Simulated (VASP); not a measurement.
# GaN (P1) in VASP: single point with PBE

Aim: the single point of GaN with PBE.

Everything below comes from runs of VASP 6.6.1. Logs are shortened: lines on timing, memory, paths and dates and some standing lists are left out, and cuts for length are marked.

### Step 1. The cell of the first run

The typed cell holds 4 atoms: a = 3.214 Å, b = 3.251 Å, c = 5.222 Å, α = 89.09°, β = 91.19°, γ = 119.82°.

### Step 2. Single point, PBE (atoms moved at random and the cell strained at random)

The input, INCAR:

```
SYSTEM = GaN
  PREC = Accurate
  ENCUT = 520
  EDIFF = 1E-6
  ISMEAR = 0
  SIGMA = 0.05
  LREAL = .False.
  LASPH = .True.
  NELM = 80
  ALGO = Normal
  ISIF = 2
  LWAVE = .False.
  LCHARG = .False.
  GGA = PE
  NBANDS = 26
```

The input, KPOINTS:

```
regular mesh
0
Gamma
  12 12 6
  0 0 0
```

The input, POSCAR:

```
GaN
1.0
    3.2142577215     -0.0052834488     -0.0332845690
   -1.6117044617      2.8230779700      0.0257849813
   -0.0542227320      0.0171981663      5.2221810941
Ga N
2 2
Direct
    0.3321486208      0.6668050849      0.9975203712
    0.6639179234      0.3400653802      0.4945446456
    0.3243573080      0.6628728030      0.3783379658
    0.6795761477      0.3302567319      0.8795970174
```

Potentials or basis: VASP PAW PBE potentials, release 64 (Ga_d, N).

Run with:

```
> cat potpaw_PBE.64/Ga_d/POTCAR potpaw_PBE.64/N/POTCAR > POTCAR
> mpirun -np 1 vasp_std > vasp.out
```

OUTCAR:

```text
SYSTEM = GaN
   PREC = Accurate
   ENCUT = 520
   EDIFF = 1E-6
   ISMEAR = 0
   LREAL = .False.
   LASPH = .True.
   NELM = 80
   ISIF = 2
   GGA = PE

 ion  position               nearest neighbor table
   1  0.332  0.667  0.998-   4 1.91   4 1.97   3 1.99   4 2.02
   2  0.664  0.340  0.495-   3 1.94   3 1.95   3 2.01   4 2.01
   3  0.324  0.663  0.378-   2 1.94   2 1.95   1 1.99   2 2.01
   4  0.680  0.330  0.880-   1 1.91   1 1.97   2 2.01   1 2.02

  LATTYP: Found a triclinic cell.
 ALAT       =     3.2416352599
 B/A-ratio  =     3.8211449948
 C/A-ratio  =     1.0028426038
 COS(alpha) =     0.0020022288
 COS(beta)  =     0.5097535052
 COS(gamma) =     0.7811740905

  Lattice vectors:

 A1 = (   1.6025532598,   2.8177945212,  -0.0074995877)
 A2 = (   9.6878446946,   5.6078239785,  -5.3037494075)
 A3 = (  -1.6117044617,   2.8230779700,   0.0257849813)

Analysis of symmetry for initial positions (statically):
=====================================================================
 Subroutine PRICEL returns:
 Original cell was already a primitive cell.

 Routine SETGRP: Setting up the symmetry group for a
 triclinic supercell.

 Subroutine GETGRP returns: Found  1 space group operations
 (whereof  1 operations were pure point group operations)
 out of a pool of  2 trial point group operations.

The static configuration has the point symmetry C_1 .

Analysis of symmetry for dynamics (positions and initial velocities):
=====================================================================
 Subroutine PRICEL returns:
 Original cell was already a primitive cell.

 Routine SETGRP: Setting up the symmetry group for a
 triclinic supercell.

 Subroutine GETGRP returns: Found  1 space group operations
 (whereof  1 operations were pure point group operations)
 out of a pool of  2 trial point group operations.

The dynamic configuration has the point symmetry C_1 .

 Subroutine INISYM returns: Found  1 space group operations
 (whereof  1 operations are pure point group operations),
 and found     1 'primitive' translations

----------------------------------------------------------------------------------------

                                     Primitive cell

  volume of cell :      47.3365

  direct lattice vectors                    reciprocal lattice vectors
     3.214257722 -0.005283449 -0.033284569     0.311433460  0.177774195  0.002648201
    -1.611704462  2.823077970  0.025784981     0.000570779  0.354559772 -0.001161742
    -0.054222732  0.017198166  5.222181094     0.001982162 -0.000617592  0.191513485

  length of vectors
     3.214434395  3.250849945  5.222490906     0.358610482  0.354562135  0.191524738

  position of ions in fractional coordinates (direct lattice)
     0.332148621  0.666805085  0.997520371
     0.663917923  0.340065380  0.494544646
     0.324357308  0.662872803  0.378337966
     0.679576148  0.330256732  0.879597017

  ion indices of the primitive-cell ions
   primitive index   ion index
                 1           1
                 2           2
                 3           3
                 4           4

----------------------------------------------------------------------------------------

 KPOINTS: regular mesh

Automatic generation of k-mesh.
 Grid dimensions read from file:
 generate k-points for:   12   12    6

 Generating k-lattice:

  Cartesian coordinates                     Fractional coordinates (reciprocal lattice)
     0.025952788  0.014814516  0.000220683     0.083333333 -0.000000000 -0.000000000
     0.000047565  0.029546648 -0.000096812    -0.000000000  0.083333333  0.000000000
     0.000330360 -0.000102932  0.031918914    -0.000000000  0.000000000  0.166666667

  Length of vectors
     0.029884207  0.029546845  0.031920790

  Shift w.r.t. Gamma in fractional coordinates (k-lattice)
     0.000000000  0.000000000  0.000000000

 Subroutine IBZKPT returns following result:
 ===========================================

 Found    436 irreducible k-points:

 Following reciprocal coordinates:
            Coordinates               Weight
  0.000000  0.000000  0.000000      1.000000
  0.083333 -0.000000 -0.000000      2.000000
  0.166667  0.000000 -0.000000      2.000000
  0.250000 -0.000000 -0.000000      2.000000
  0.333333  0.000000  0.000000      2.000000
  0.416667 -0.000000 -0.000000      2.000000
[... 16 lines left out ...]
  0.250000  0.166667 -0.000000      2.000000
  0.333333  0.166667 -0.000000      2.000000
 [... further k-points ...]
   k-points           NKPTS =    436   k-points in BZ     NKDIM =    436   number of bands    NBANDS=     26
   number of dos      NEDOS =    301   number of ions     NIONS =      4
   total plane-waves  NPLWV =  23040
   dimension x,y,z NGX =    24 NGY =   24 NGZ =   40
   dimension x,y,z NGXF=    48 NGYF=   48 NGZF=   80
   ions per type =               2   2
   NGX,Y,Z   is equivalent  to a cutoff of  12.41, 12.27, 12.73 a.u.
   NGXF,Y,Z  is equivalent  to a cutoff of  24.82, 24.55, 25.47 a.u.
 SYSTEM =  GaN
   PREC   = accura    normal or accurate (medium, high low for compatibility)
   ISTART =      0    job   : 0-new  1-cont  2-samecut
   ICHARG =      2    charge: 1-file 2-atom 10-const
   ISPIN  =      1    spin polarized calculation?
   LNONCOLLINEAR =      F non collinear calculations
   LSORBIT =      F    spin-orbit coupling
   LASPH  =      T    aspherical Exc in radial PAW
   ENCUT  =  520.0 eV  38.22 Ry    6.18 a.u.   5.98  6.04  9.71*2*pi/ulx,y,z
   NELM   =     80;   NELMIN=  2; NELMDL= -5     # of ELM steps
   EDIFF  = 0.1E-05   stopping-criterion for ELM
   LREAL  =      F    real-space projection
[... 7 lines left out ...]
   TEBEG  =    0.0;   TEEND  =   0.0 temperature during run
   PSTRESS=    0.0 pullay stress
   NELECT =      36.0000    total number of electrons
   NUPDOWN=      -1.0000    fix difference up-down
   EMIN   =  10.00;   EMAX   =-10.00  energy-range for DOS
   EFERMI =   0.00;   METHOD = LEGACY
   ISMEAR =     0;   SIGMA  =   0.05  broadening in eV -4-tet -1-fermi 0-gaus
   EFERMI_NEDOS =   21; number of points for ismear=-14 and -15
   IALGO  =     38    algorithm
   IMIX   =      4    mixing-type and parameters
     AMIX     =   0.40;   BMIX     =  1.00
     AMIX_MAG =   1.60;   BMIX_MAG =  1.00
  volume/ion in A,a.u.               =      11.83        79.86
  Fermi-wavevector in a.u.,A,eV,Ry     =   1.494320  2.823855 30.381690  2.232991
  Thomas-Fermi vector in A             =   2.606608
   LORBIT       =      0    0 simple, 1 ext, 2 COOP (PROOUT), +10 PAW based schemes
   GGA     = PE    functional components
   LHFCALC =     F    Hartree Fock is set to
   AEXX    =    0.0000 exact exchange contribution
   IVDW    =     0    specifies the selected vdW correction
   LEPSILON=     F    determine dielectric tensor
   LRPA    =     F    only Hartree local field effects (RPA)
 non-spin polarized calculation
 Gauss-broadening in eV      SIGMA  =   0.05
  energy-cutoff  :      520.00
  volume of cell :       47.34
 maximum number of plane-waves:      1294
   NGX = 11   NGY = 13   NGZ = 19

 number of electron      35.9999997 magnetization

 Free energy of the ion-electron system (eV)
  ---------------------------------------------------
  ext. energy  EPLUGINS =         0.00000000
  ---------------------------------------------------
  free energy    TOTEN  =       -24.27408341 eV

  energy without entropy =      -24.27408341  energy(sigma->0) =      -24.27408341

 E-fermi :   5.2410     XC(G=0): -11.4793

 val. band max:        5.0050429911   @ k =   0.0000   0.0000   0.0000
 cond. band min:       6.6241160135   @ k =   0.0000   0.0000   0.0000
 fundamental gap:      1.6190730225
 Fermi energy:         5.2410493138

 k-point     1 :       0.0000    0.0000    0.0000
  band No.  band energies     occupation
      1     -10.7589      2.00000
      2      -9.9613      2.00000
      3      -8.4851      2.00000
      4      -8.4757      2.00000
      5      -8.4680      2.00000
      6      -8.4158      2.00000
[... 18 lines left out ...]
     25      16.0253      0.00000
     26      16.6554      0.00000

 k-point     2 :       0.0833   -0.0000   -0.0000
  band No.  band energies     occupation
      1     -10.6941      2.00000
      2      -9.9444      2.00000
      3      -8.4805      2.00000
      4      -8.4677      2.00000
      5      -8.4415      2.00000
      6      -8.4075      2.00000
[... 18 lines left out ...]
     25      16.1527      0.00000
     26      16.3715      0.00000

 k-point     3 :       0.1667    0.0000   -0.0000
  band No.  band energies     occupation
      1     -10.5194      2.00000
      2      -9.9029      2.00000
      3      -8.4537      2.00000
      4      -8.4421      2.00000
      5      -8.3976      2.00000
      6      -8.3621      2.00000
[... 18 lines left out ...]
     25      16.2284      0.00000
     26      16.6409      0.00000

 k-point     4 :       0.2500   -0.0000   -0.0000
  band No.  band energies     occupation
      1     -10.2947      2.00000
      2      -9.8571      2.00000
      3      -8.4237      2.00000
      4      -8.4168      2.00000
      5      -8.3567      2.00000
      6      -8.3101      2.00000
[... 18 lines left out ...]
     25      16.1848      0.00000
     26      17.1834      0.00000
[... 496 lines left out ...]
      1     -10.2040      2.00000
      2      -9.8407      2.00000
      3      -8.4346      2.00000
      4      -8.3990      2.00000
      5      -8.3495      2.00000
      6      -8.3053      2.00000
[... 18 lines left out ...]
     25      15.6632      0.00000
     26      18.0973      0.00000

 k-point    23 :       0.2500    0.1667   -0.0000
  band No.  band energies     occupation
      1     -10.0467      2.00000
      2      -9.8146      2.00000
      3      -8.4361      2.00000
      4      -8.3721      2.00000
      5      -8.3225      2.00000
      6      -8.2811      2.00000
[... 18 lines left out ...]
     25      15.6589      0.00000
     26      18.2184      0.00000

 k-point    24 :       0.3333    0.1667   -0.0000
  band No.  band energies     occupation
      1      -9.9520      2.00000
      2      -9.8002      2.00000
      3      -8.4420      2.00000
      4      -8.3645      2.00000
      5      -8.2972      2.00000
      6      -8.2633      2.00000
[... 18 lines left out ...]
     25      16.5301      0.00000
     26      17.9405      0.00000

 [... further k-points ...]

------------------------ aborting loop because EDIFF is reached ----------------------------------------

  FORCE on cell =-STRESS in cart. coord.  units (eV):
  Direction    XX          YY          ZZ          XY          YZ          ZX
  --------------------------------------------------------------------------------------
  -------------------------------------------------------------------------------------
  Total        0.5499855     -0.8997030     -0.1039150      0.6051888     -0.2797905      0.8198106
  in kB       18.6150999    -30.4518234     -3.5171632     20.4835377     -9.4699367     27.7477402
  external PRESSURE =      -5.1179622 kB  Pullay stress =       0.0000000 kB

 VOLUME and BASIS-vectors are now :
 -----------------------------------------------------------------------------
  energy-cutoff  :      520.00
  volume of cell :       47.34
      direct lattice vectors                 reciprocal lattice vectors
     3.214257722 -0.005283449 -0.033284569     0.311433460  0.177774195  0.002648201
    -1.611704462  2.823077970  0.025784981     0.000570779  0.354559772 -0.001161742
    -0.054222732  0.017198166  5.222181094     0.001982162 -0.000617592  0.191513485

 POSITION                                       TOTAL-FORCE (eV/Angst)
 -----------------------------------------------------------------------------------
     -0.06117      1.89784      5.21537         0.627450      0.049775      0.097186
      1.55910      0.96503      2.56927         0.130481     -0.453996      0.457310
     -0.04630      1.87613      1.98205         0.018420      0.449208     -0.193021
      1.60436      0.94388      4.57931        -0.776352     -0.044987     -0.361474
 -----------------------------------------------------------------------------------
    total drift:                               -0.000643     -0.000153     -0.000813

  FREE ENERGIE OF THE ION-ELECTRON SYSTEM (eV)
  ---------------------------------------------------
  free  energy   TOTEN  =       -24.2740834127 eV

  energy  without entropy=      -24.2740834127  energy(sigma->0) =      -24.27408341
```

Wall time 7.3 min (1 thread of Oxide Virtual Turin-like, shared host); peak memory 0.47 GiB.

What came out:

| Item | Value |
| --- | --- |
| Free energy | -24.2741 eV |
| Pressure | -0.5 GPa |
| Largest force | 0.858 eV/Å |
| Band gap on the k mesh | 1.62 eV |

Forces on the atoms (eV/Å):
```
Ga   0.627  0.050  0.097
Ga   0.130 -0.454  0.457
N    0.018  0.449 -0.193
N   -0.776 -0.045 -0.361
```

Levels at points of the mesh, in eV from the valence-band top:
```csv
k point,band 14,band 15,band 16,band 17,band 18,band 19,band 20,band 21,band 22,band 23
"(0.00, 0.00, 0.00)",-1.18,-1.04,-0.13,-0.08,0.00,1.62,3.82,8.95,9.41,9.71
"(0.50, 0.00, 0.00)",-5.44,-3.91,-2.76,-2.20,-1.10,4.70,5.25,6.29,8.29,9.78
"(0.00, 0.50, 0.00)",-5.23,-4.09,-2.66,-2.03,-1.03,4.94,5.31,5.97,8.20,9.93
"(0.50, 0.50, 0.00)",-5.12,-4.06,-2.79,-1.96,-1.12,4.79,5.19,5.76,8.24,10.19
"(0.00, 0.00, 0.50)",-3.69,-0.75,-0.72,-0.58,-0.42,3.88,3.94,8.16,8.26,9.79
"(0.50, 0.00, 0.50)",-6.53,-2.08,-1.94,-1.81,-1.64,4.13,4.19,7.40,7.58,9.58
"(0.00, 0.50, 0.50)",-6.47,-2.02,-1.88,-1.82,-1.71,4.29,4.34,7.41,7.46,9.59
"(0.50, 0.50, 0.50)",-6.30,-2.06,-2.03,-1.90,-1.71,4.27,4.38,7.21,7.42,9.67
```

Caveat: the cell differs from its parent crystal (atoms moved at random and the cell strained at random).
